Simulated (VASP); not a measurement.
Write the native input for VASP 6.6.1 that does the following.

| Property | Result |
| --- | --- |
| Task | single point |
| Functional | PBE |
| Potentials or basis | VASP PAW PBE potentials, release 64 (Mo_sv) |
| Cutoff | 520 eV |
| k mesh | 20 × 20 × 20 |
| Occupations | gaussian, width 0.15 eV |
| Spin | no spin polarisation |
| Dipole correction | no |
| Further INCAR settings | ALGO = Normal; EDIFF = 1e-07; NBANDS = 13 |

The structure of Mo lies in POSCAR:

```
Mo
1.0
    0.0000000000      2.1762000000      2.1762000000
    2.1762000000      0.0000000000      2.1762000000
    2.1762000000      2.1762000000      0.0000000000
Mo
1
Direct
    0.0000000000      0.0000000000      0.0000000000
```

This cell differs from its parent crystal: strain +0.080 along x and y, +0.080 along z.

The input as run:

INCAR

```
SYSTEM = Mo
  PREC = Accurate
  ENCUT = 520
  EDIFF = 1E-7
  ISMEAR = 0
  SIGMA = 0.15
  LREAL = .False.
  LASPH = .True.
  NELM = 80
  ALGO = Normal
  ISIF = 2
  LWAVE = .False.
  LCHARG = .False.
  GGA = PE
  NBANDS = 13
```

KPOINTS

```
regular mesh
0
Gamma
  20 20 20
  0 0 0
```

Potentials or basis: VASP PAW PBE potentials, release 64 (Mo_sv).

Launch:

```console
$ cat potpaw_PBE.64/Mo_sv/POTCAR > POTCAR
$ mpirun -np 1 vasp_std > vasp.out
```

It gave:

The pressure is -35.0 GPa and the band gap on the k mesh is zero (band 7 reaches 11.05 eV, above the bottom of band 8 at 7.86 eV).

Caveat: the cell differs from its parent crystal (strain +0.080 along x and y, +0.080 along z).

Run time: 14 s on 1 thread of Intel(R) Xeon(R) 6975P-C (Granite Rapids), with other jobs on the host, peak memory 0.18 GiB.
